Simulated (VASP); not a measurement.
# AlN (Fm-3m) in VASP: a series of runs, part 2 of 2

VASP 6.6.1. Earlier steps stand in the parts before.

## (3) Single point, LDA (the cell strained)

File INCAR:

```
SYSTEM = AlN
ALGO     = Normal         ! electronic algorithm
EDIFF    = 1E-7           ! SCF threshold, eV
ENCUT    = 520            ! plane-wave cutoff, eV
ISIF     = 2              ! what is computed and relaxed
ISMEAR   = 0              ! smearing method
LASPH    = .True.         ! aspherical terms in the spheres
LCHARG   = .True.         ! write CHGCAR
LELF     = .True.         ! ELF
LREAL    = .False.        ! projectors in reciprocal space
LVHAR    = .True.       
LWAVE    = .False.        ! write WAVECAR
NBANDS   = 16             ! bands
NELM     = 80             ! most SCF steps
PREC     = Accurate       ! precision mode
SIGMA    = 0.05           ! smearing width, eV
```

File KPOINTS:

```
k-points
0
Gamma
  8 8 6
  0 0 0
```

File POSCAR:

```
AlN
1.0
    0.0000000000     -2.0221659415     -2.0221659415
    0.0000000000      2.0221659415     -2.0221659415
    4.0443318830      0.0000000000      0.0000000000
Al N
2 2
Direct
    0.5000000000      0.5000000000      0.0000000000
    0.0000000000      0.0000000000      0.5000000000
    0.5000000000      0.5000000000      0.5000000000
    0.0000000000      1.0000000000      0.0000000000
```

Potentials or basis: VASP PAW LDA potentials, release 64 (Al, N).

Command:

```bash
cat potpaw_LDA.64/Al/POTCAR potpaw_LDA.64/N/POTCAR > POTCAR
mpirun -np 1 vasp_std > vasp.out
```

OUTCAR:

```text
SYSTEM = AlN
   EDIFF = 1E-7
   ENCUT = 520
   ISIF = 2
   ISMEAR = 0
   LASPH = .True.
   LREAL = .False.
   NELM = 80
   PREC = Accurate

 ion  position               nearest neighbor table
   1  0.500  0.500  0.000-   3 2.02   4 2.02   3 2.02   4 2.02   4 2.02   4 2.02   2 2.86   2 2.86
                             2 2.86   2 2.86   2 2.86   2 2.86   2 2.86   2 2.86
   2  0.000  0.000  0.500-   3 2.02   4 2.02   4 2.02   3 2.02   3 2.02   3 2.02   1 2.86   1 2.86
                             1 2.86   1 2.86   1 2.86   1 2.86   1 2.86   1 2.86
   3  0.500  0.500  0.500-   1 2.02   2 2.02   1 2.02   2 2.02   2 2.02   2 2.02
   4  0.000  0.000  0.000-   1 2.02   2 2.02   2 2.02   1 2.02   1 2.02   1 2.02

  LATTYP: Found a simple tetragonal cell.
 ALAT       =     2.8597744998
 C/A-ratio  =     1.4142135624

  Lattice vectors:

 A1 = (   0.0000000000,  -2.0221659415,  -2.0221659415)
 A2 = (   0.0000000000,   2.0221659415,  -2.0221659415)
 A3 = (   4.0443318830,   0.0000000000,   0.0000000000)

Analysis of symmetry for initial positions (statically):
=====================================================================
 Subroutine PRICEL returns following result:

  LATTYP: Found a face centered cubic cell.
 ALAT       =     4.0443318830

  Lattice vectors:

[... 192 lines left out ...]

 k-point     1 :       0.0000    0.0000    0.0000
  band No.  band energies     occupation
      1      -7.7002      2.00000
      2      -3.3520      2.00000
      3       2.2925      2.00000
      4       6.8891      2.00000
      5       6.8891      2.00000
      6       9.7006      2.00000
[... 433 lines left out ...]
      3       2.9686      2.00000
      4       2.9686      2.00000
      5       6.4900      2.00000
      6       6.4900      2.00000
[... 8 lines left out ...]
     15      22.5388      0.00000
     16      22.5388      0.00000

 [... further k-points ...]

------------------------ aborting loop because EDIFF is reached ----------------------------------------

  FORCE on cell =-STRESS in cart. coord.  units (eV):
  Direction    XX          YY          ZZ          XY          YZ          ZX
  --------------------------------------------------------------------------------------
  -------------------------------------------------------------------------------------
  Total       -1.2348472     -1.2326679     -1.2326679      0.0000000      0.0000000     -0.0000000
  in kB      -59.8154596    -59.7098929    -59.7098929      0.0000000      0.0000000     -0.0000000
  external PRESSURE =     -59.7450818 kB  Pullay stress =       0.0000000 kB

 VOLUME and BASIS-vectors are now :
 -----------------------------------------------------------------------------
  energy-cutoff  :      520.00
  volume of cell :       33.08
      direct lattice vectors                 reciprocal lattice vectors
     0.000000000 -2.022165941 -2.022165941     0.000000000 -0.247259629 -0.247259629
     0.000000000  2.022165941 -2.022165941     0.000000000  0.247259629 -0.247259629
     4.044331883  0.000000000  0.000000000     0.247259629  0.000000000  0.000000000

 POSITION                                       TOTAL-FORCE (eV/Angst)
 -----------------------------------------------------------------------------------
      0.00000      0.00000     -2.02217         0.000000      0.000000      0.000000
      2.02217      0.00000      0.00000         0.000000      0.000000      0.000000
      2.02217      0.00000     -2.02217        -0.000000     -0.000000     -0.000000
      0.00000      0.00000      0.00000         0.000000     -0.000000     -0.000000
 -----------------------------------------------------------------------------------
    total drift:                               -0.000000      0.000000     -0.000000

  FREE ENERGIE OF THE ION-ELECTRON SYSTEM (eV)
  ---------------------------------------------------
  free  energy   TOTEN  =       -32.4477624057 eV

  energy  without entropy=      -32.4477624057  energy(sigma->0) =      -32.44776241
```

OSZICAR:

```text
N       E                     dE             d eps       ncg     rms          rms(c)
DAV:   1     0.288646013281E+02    0.28865E+02   -0.73317E+03  1920   0.916E+02
DAV:   2    -0.339523352059E+02   -0.62817E+02   -0.57837E+02  2768   0.168E+02
DAV:   3    -0.361851894712E+02   -0.22329E+01   -0.22255E+01  2256   0.303E+01
DAV:   4    -0.361927540368E+02   -0.75646E-02   -0.75641E-02  2440   0.222E+00
DAV:   5    -0.361928049156E+02   -0.50879E-04   -0.50879E-04  2168   0.181E-01    0.108E+01
DAV:   6    -0.325415853791E+02    0.36512E+01   -0.76324E+00  2192   0.203E+01    0.376E+00
DAV:   7    -0.324889868756E+02    0.52599E-01   -0.40337E-01  2136   0.442E+00    0.254E+00
DAV:   8    -0.324498359972E+02    0.39151E-01   -0.50533E-02  1992   0.192E+00    0.414E-01
DAV:   9    -0.324477610190E+02    0.20750E-02   -0.48009E-03  2248   0.523E-01    0.205E-01
DAV:  10    -0.324478053458E+02   -0.44327E-04   -0.46241E-04  2256   0.148E-01    0.123E-01
DAV:  11    -0.324477627069E+02    0.42639E-04   -0.86802E-05  2248   0.702E-02    0.200E-02
DAV:  12    -0.324477625276E+02    0.17936E-06   -0.17221E-06  2320   0.966E-03    0.668E-03
DAV:  13    -0.324477624057E+02    0.12189E-06   -0.41963E-07  2288   0.488E-03    0.853E-04
DAV:  14    -0.324477624057E+02   -0.27285E-10   -0.90564E-09  1048   0.728E-04
   1 F= -.32447762E+02 E0= -.32447762E+02  d E =-.614302E-19
```

Run time: 13 s. Hardware: 1 thread of Intel Xeon Platinum 8488C (Sapphire Rapids), shared host; peak memory 0.14 GiB.

Results:

```
Free energy            : -32.4478 eV
Pressure               : -6.0 GPa
Band gap on the k mesh : 4.45 eV
```

Caveat: the cell differs from its parent crystal (the cell strained); the cell stands under tension. A k mesh can miss the band edges.

## (4) Single point, LDA (the cell strained)

File INCAR:

```
SYSTEM = AlN
ALGO     = Normal         ! electronic algorithm
EDIFF    = 1E-6           ! SCF threshold, eV
ENCUT    = 520            ! plane-wave cutoff, eV
GGA      = CA             ! functional
ISIF     = 2              ! what is computed and relaxed
ISMEAR   = 0              ! smearing method
LASPH    = .True.         ! aspherical terms in the spheres
LCHARG   = .False.        ! write CHGCAR
LREAL    = .False.        ! projectors in reciprocal space
LWAVE    = .False.        ! write WAVECAR
NBANDS   = 16             ! bands
NELM     = 100            ! most SCF steps
PREC     = Accurate       ! precision mode
SIGMA    = 0.05           ! smearing width, eV
```

KPOINTS is that of step 3.

File POSCAR:

```
AlN
1.0
    0.0000000000     -2.0390123106     -2.0390123106
    0.0000000000      2.0390123106     -2.0390123106
    4.0780246211      0.0000000000      0.0000000000
Al N
2 2
Direct
    0.5000000000      0.5000000000      0.0000000000
    0.0000000000      0.0000000000      0.5000000000
    0.5000000000      0.5000000000      0.5000000000
    0.0000000000      1.0000000000      0.0000000000
```

Potentials or basis: VASP PAW LDA potentials, release 64 (Al, N).

Command:

```bash
cat potpaw_LDA.64/Al/POTCAR potpaw_LDA.64/N/POTCAR > POTCAR
mpirun -np 1 vasp_std > vasp.out
```

OUTCAR:

```text
SYSTEM = AlN
   EDIFF = 1E-6
   ENCUT = 520
   GGA = CA
   ISIF = 2
   ISMEAR = 0
   LASPH = .True.
   LREAL = .False.
   NELM = 100
   PREC = Accurate

 ion  position               nearest neighbor table
   1  0.500  0.500  0.000-   3 2.04   3 2.04   4 2.04   4 2.04   4 2.04   4 2.04   2 2.88   2 2.88
                             2 2.88   2 2.88   2 2.88   2 2.88   2 2.88   2 2.88
   2  0.000  0.000  0.500-   4 2.04   4 2.04   3 2.04   3 2.04   3 2.04   3 2.04   1 2.88   1 2.88
                             1 2.88   1 2.88   1 2.88   1 2.88   1 2.88   1 2.88
   3  0.500  0.500  0.500-   1 2.04   1 2.04   2 2.04   2 2.04   2 2.04   2 2.04
   4  0.000  0.000  0.000-   2 2.04   2 2.04   1 2.04   1 2.04   1 2.04   1 2.04

  LATTYP: Found a simple tetragonal cell.
 ALAT       =     2.8835988635
 C/A-ratio  =     1.4142135623

  Lattice vectors:

 A1 = (   0.0000000000,  -2.0390123106,  -2.0390123106)
 A2 = (   0.0000000000,   2.0390123106,  -2.0390123106)
 A3 = (   4.0780246211,   0.0000000000,   0.0000000000)

Analysis of symmetry for initial positions (statically):
=====================================================================
 Subroutine PRICEL returns following result:

  LATTYP: Found a face centered cubic cell.
 ALAT       =     4.0780246212

  Lattice vectors:

 A1 = (  -2.0390123106,   0.0000000000,   2.0390123106)
 A2 = (  -2.0390123105,  -2.0390123106,   0.0000000000)
 A3 = (   0.0000000000,  -2.0390123106,   2.0390123106)

   2 primitive cells build up your supercell.

 Routine SETGRP: Setting up the symmetry group for a
 simple tetragonal supercell.

 Subroutine GETGRP returns: Found 16 space group operations
 (whereof 16 operations were pure point group operations)
 out of a pool of 16 trial point group operations.

The static configuration has the point symmetry D_4h.

Analysis of symmetry for dynamics (positions and initial velocities):
=====================================================================
 Subroutine PRICEL returns following result:

  LATTYP: Found a face centered cubic cell.
 ALAT       =     4.0780246212

  Lattice vectors:

 A1 = (  -2.0390123106,   0.0000000000,   2.0390123106)
 A2 = (  -2.0390123105,  -2.0390123106,   0.0000000000)
 A3 = (   0.0000000000,  -2.0390123106,   2.0390123106)

   2 primitive cells build up your supercell.

 Routine SETGRP: Setting up the symmetry group for a
 simple tetragonal supercell.

 Subroutine GETGRP returns: Found 16 space group operations
 (whereof 16 operations were pure point group operations)
 out of a pool of 16 trial point group operations.

The dynamic configuration has the point symmetry D_4h.

 Subroutine INISYM returns: Found 16 space group operations
 (whereof 16 operations are pure point group operations),
 and found     2 'primitive' translations

----------------------------------------------------------------------------------------

                                     Primitive cell

  volume of cell :      16.9547

  direct lattice vectors                    reciprocal lattice vectors
    -2.039012311  0.000000000  2.039012311    -0.245216764  0.245216764  0.245216764
[... 38 lines left out ...]

 Found     60 irreducible k-points:

 Following reciprocal coordinates:
            Coordinates               Weight
  0.000000  0.000000  0.000000      1.000000
  0.125000  0.000000  0.000000      4.000000
  0.250000  0.000000  0.000000      4.000000
  0.375000  0.000000  0.000000      4.000000
  0.500000  0.000000  0.000000      2.000000
  0.125000  0.125000  0.000000      4.000000
[... 16 lines left out ...]
  0.375000  0.125000  0.166667     16.000000
  0.500000  0.125000  0.166667      8.000000
 [... further k-points ...]
   k-points           NKPTS =     60   k-points in BZ     NKDIM =     60   number of bands    NBANDS=     16
   number of dos      NEDOS =    301   number of ions     NIONS =      4
   total plane-waves  NPLWV =  17280
   dimension x,y,z NGX =    24 NGY =   24 NGZ =   30
   dimension x,y,z NGXF=    48 NGYF=   48 NGZF=   60
   ions per type =               2   2
   NGX,Y,Z   is equivalent  to a cutoff of  13.84, 13.84, 12.23 a.u.
   NGXF,Y,Z  is equivalent  to a cutoff of  27.67, 27.67, 24.46 a.u.
 SYSTEM =  AlN
   PREC   = accura    normal or accurate (medium, high low for compatibility)
   ISTART =      0    job   : 0-new  1-cont  2-samecut
   ICHARG =      2    charge: 1-file 2-atom 10-const
   ISPIN  =      1    spin polarized calculation?
   LNONCOLLINEAR =      F non collinear calculations
   LSORBIT =      F    spin-orbit coupling
   LASPH  =      T    aspherical Exc in radial PAW
   ENCUT  =  520.0 eV  38.22 Ry    6.18 a.u.   5.36  5.36  7.58*2*pi/ulx,y,z
   NELM   =    100;   NELMIN=  2; NELMDL= -5     # of ELM steps
   EDIFF  = 0.1E-05   stopping-criterion for ELM
   LREAL  =      F    real-space projection
   EDIFFG = 0.1E-04   stopping-criterion for IOM
   NSW    =      0    number of steps for IOM
   IBRION =     -1    ionic relax: 0-MD 1-quasi-New 2-CG
   NFREE  =      0    steps in history (QN), initial steepest desc. (CG)
   ISIF   =      2    stress and relaxation
   ISYM   =      2    0-nonsym 1-usesym 2-fastsym
   POTIM  = 0.5000    time-step for ionic-motion
   TEBEG  =    0.0;   TEEND  =   0.0 temperature during run
   PSTRESS=    0.0 pullay stress
   NELECT =      16.0000    total number of electrons
   NUPDOWN=      -1.0000    fix difference up-down
   EMIN   =  10.00;   EMAX   =-10.00  energy-range for DOS
   EFERMI =   0.00;   METHOD = LEGACY
   ISMEAR =     0;   SIGMA  =   0.05  broadening in eV -4-tet -1-fermi 0-gaus
   EFERMI_NEDOS =   21; number of points for ismear=-14 and -15
   IALGO  =     38    algorithm
   IMIX   =      4    mixing-type and parameters
     AMIX     =   0.40;   BMIX     =  1.00
     AMIX_MAG =   1.60;   BMIX_MAG =  1.00
  volume/ion in A,a.u.               =       8.48        57.21
  Fermi-wavevector in a.u.,A,eV,Ry     =   1.274505  2.408466 22.100811  1.624364
  Thomas-Fermi vector in A             =   2.407270
   LORBIT       =      0    0 simple, 1 ext, 2 COOP (PROOUT), +10 PAW based schemes
   GGA     = CA    functional components
   LHFCALC =     F    Hartree Fock is set to
   AEXX    =    0.0000 exact exchange contribution
   IVDW    =     0    specifies the selected vdW correction
   LEPSILON=     F    determine dielectric tensor
   LRPA    =     F    only Hartree local field effects (RPA)
 non-spin polarized calculation
 Gauss-broadening in eV      SIGMA  =   0.05
  energy-cutoff  :      520.00
  volume of cell :       33.91
 maximum number of plane-waves:       928
 NGX is ok and might be reduce to    24
   NGX = 11   NGY = 11   NGZ = 15

 number of electron      15.9999999 magnetization

 Free energy of the ion-electron system (eV)
  ---------------------------------------------------
  ext. energy  EPLUGINS =         0.00000000
  ---------------------------------------------------
  free energy    TOTEN  =       -32.40134996 eV

  energy without entropy =      -32.40134996  energy(sigma->0) =      -32.40134996

 E-fermi :   9.5990     XC(G=0): -12.4541

 val. band max:        9.3809589408   @ k =   0.0000   0.0000   0.0000
 cond. band min:      13.5981870791   @ k =   0.0000   0.0000   0.0000
 fundamental gap:      4.2172281382
 Fermi energy:         9.5990109637

 k-point     1 :       0.0000    0.0000    0.0000
  band No.  band energies     occupation
      1      -7.7954      2.00000
      2      -3.5815      2.00000
      3       2.1391      2.00000
      4       6.6334      2.00000
      5       6.6334      2.00000
      6       9.3809      2.00000
[... 433 lines left out ...]
      3       2.7645      2.00000
      4       2.7645      2.00000
      5       6.2500      2.00000
      6       6.2500      2.00000
[... 8 lines left out ...]
     15      21.9586      0.00000
     16      21.9586      0.00000

 [... further k-points ...]

------------------------ aborting loop because EDIFF is reached ----------------------------------------

  FORCE on cell =-STRESS in cart. coord.  units (eV):
  Direction    XX          YY          ZZ          XY          YZ          ZX
  --------------------------------------------------------------------------------------
  -------------------------------------------------------------------------------------
  Total       -2.5405124     -2.5383630     -2.5383630     -0.0000000      0.0000000      0.0000000
  in kB     -120.0362335   -119.9346765   -119.9346765     -0.0000000      0.0000000      0.0000000
  external PRESSURE =    -119.9685288 kB  Pullay stress =       0.0000000 kB

 VOLUME and BASIS-vectors are now :
 -----------------------------------------------------------------------------
  energy-cutoff  :      520.00
  volume of cell :       33.91
      direct lattice vectors                 reciprocal lattice vectors
     0.000000000 -2.039012311 -2.039012311     0.000000000 -0.245216764 -0.245216764
     0.000000000  2.039012311 -2.039012311     0.000000000  0.245216764 -0.245216764
     4.078024621  0.000000000  0.000000000     0.245216764  0.000000000  0.000000000

 POSITION                                       TOTAL-FORCE (eV/Angst)
 -----------------------------------------------------------------------------------
      0.00000      0.00000     -2.03901         0.000000      0.000000      0.000000
      2.03901      0.00000      0.00000        -0.000000      0.000000      0.000000
      2.03901      0.00000     -2.03901        -0.000000     -0.000000     -0.000000
      0.00000      0.00000      0.00000        -0.000000     -0.000000      0.000000
 -----------------------------------------------------------------------------------
    total drift:                               -0.000000      0.000000     -0.000000

  FREE ENERGIE OF THE ION-ELECTRON SYSTEM (eV)
  ---------------------------------------------------
  free  energy   TOTEN  =       -32.4013499598 eV

  energy  without entropy=      -32.4013499598  energy(sigma->0) =      -32.40134996
```

Wall time 12 s (1 thread of Intel Xeon Platinum 8488C (Sapphire Rapids), shared host); peak memory 0.14 GiB.

Results:

| Item | Value |
| --- | --- |
| Free energy | -32.4013 eV |
| Pressure | -12.0 GPa |
| Band gap on the k mesh | 4.22 eV |

Caveat: the cell differs from its parent crystal (the cell strained); the cell stands under tension. A k mesh can miss the band edges.

## (5) Summary

| cell | gap on the mesh (eV) | pressure (GPa) |
| --- | --- | --- |
| a = 2.836, b = 2.836, c = 4.011 Å, 4 atoms | 4.69 | 0.6 |
| a = 2.860, b = 2.860, c = 4.044 Å, 4 atoms | 4.45 | -6.0 |
| a = 2.884, b = 2.884, c = 4.078 Å, 4 atoms | 4.22 | -12.0 |

Alike in all rows: task single point; level LDA; potentials or basis VASP PAW LDA potentials, release 64 (Al, N); no spin polarisation; k mesh 8 × 8 × 6; cutoff (eV) 520; smearing gaussian 0.05 eV.

Caveats: the cell stands under tension (at least some runs).

Absolute energies hang on the potentials; compare differences alone.
